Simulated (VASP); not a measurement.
Set up this calculation in VASP 6.6.1, as the native input.

```yaml
Task: single point
Functional: PBEsol
Potentials_or_basis: VASP PAW PBE potentials, release 64 (Ge_d)
Cutoff: 520 eV
k_mesh: 13 × 13 × 13
Occupations: fermi-dirac, width 0.1 eV
Spin: no spin polarisation
Dipole_correction: no
Further_INCAR_settings: ALGO = Normal; EDIFF = 1e-07; NBANDS = 13
```

The structure of Ge lies in POSCAR:

```
Ge
1.0
    2.5954968937      0.0000000000      0.0000000000
    0.0000000000      2.5954968937      0.0000000000
    0.0000000000      0.0000000000      2.5954968937
Ge
1
Direct
    0.0000000000      0.0000000000      0.0000000000
```

This cell differs from its parent crystal: volume scaled by 0.92.

These files were run (other wordings do the same):

INCAR

```
ALGO = Normal
EDIFF = 1E-7
ENCUT = 520
GGA = PS
ISIF = 2
ISMEAR = -1
LASPH = T
LCHARG = T
LELF = T
LREAL = F
LVHAR = T
LWAVE = F
NBANDS = 13
NELM = 100
PREC = Accurate
SIGMA = 0.1
```

KPOINTS

```
k-points
0
Gamma
  13 13 13
```

Potentials or basis: VASP PAW PBE potentials, release 64 (Ge_d).

Command:

```sh
$ cat potpaw_PBE.64/Ge_d/POTCAR > POTCAR
$ mpirun -np 1 vasp_std > vasp.out
```

It gave:

* Pressure: 8.0 GPa
* Band gap on the k mesh: zero (band 7 reaches 14.50 eV, above the bottom of band 8 at 4.70 eV)

Caveat: the PAW data sets were made with another functional, which shifts forces and pressure a little.

Run time: 16 s on 1 thread of AMD EPYC 7R43 64-Core Processor (Zen 3) (shared host), peak memory 0.09 GiB.
